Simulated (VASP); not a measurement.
A run of VASP 6.6.1:

The input INCAR:

```
PREC = Accurate
ENCUT = 520
EDIFF = 1E-6
ISMEAR = 0
SIGMA = 0.15
LREAL = False
LASPH = True
NELM = 80
ALGO = Fast
ISIF = 2
LWAVE = False
LCHARG = True
GGA = PS
LELF = True
LVHAR = True
NBANDS = 38
```

KPOINTS

```
regular mesh
0
Gamma
  18 18 6
```

File POSCAR:

```
Rh
1.0
    2.7736243440      0.0000000000      0.0000000000
   -1.3868121720      2.4020291425      0.0000000000
    0.0000000000      0.0000000000      8.0877844121
Rh
4
Direct
    0.0000000000      0.0000000000      0.0000000000
    0.3333333333      0.6666666667      0.2500000000
    0.0000000000      0.0000000000      0.5000000000
    0.6666666667      0.3333333333      0.7500000000
```

Potentials or basis: VASP PAW PBE potentials, release 64 (Rh_pv).

Run with:

```sh
$ cat potpaw_PBE.64/Rh_pv/POTCAR > POTCAR
$ mpirun -np 1 vasp_std > vasp.out
```

Hardware: 1 thread of Intel Xeon 8259CL, with other jobs on the host.

Q: How long does it take, and how much memory?

A: Run time: 6.6 min on 1 thread of Intel Xeon 8259CL, with other jobs on the host, peak memory 0.33 GiB. Counts: scf iterations 15, k points 148.
